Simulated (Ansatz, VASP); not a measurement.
Two plane-wave programs on C

```
C
1.0
     0.00000    1.76587    1.76587
     1.76587    0.00000    1.76587
     1.76587    1.76587    0.00000
C
2
Direct
  0.87500 0.87500 0.87500
  0.12500 0.12500 0.12500
```

Alike in both runs: functional LDA; k mesh 24 × 24 × 24; occupations fermi-dirac, width 0.02 eV; no spin polarisation.

Ansatz relaxed the structure, and its values are those at the end. VASP's run is a single point on that final structure, the one shown.

```csv
,VASP,Ansatz
version,VASP 6.6.1,Ansatz 0.2.0
potentials or method,"VASP PAW LDA potentials, release 64 (C)","PAW with Ansatz's default frozen-core files, scalar-relativistic"
plane-wave cutoff (eV),520,420
valence electrons in the cell,8,8
```

|  | VASP | Ansatz | Ansatz less VASP |
| --- | --- | --- | --- |
| pressure (GPa) | 1.6 | 0.0 | -1.63 |

LDA's correlation is that of Perdew and Zunger in VASP and of Perdew and Wang (1992) in Ansatz.
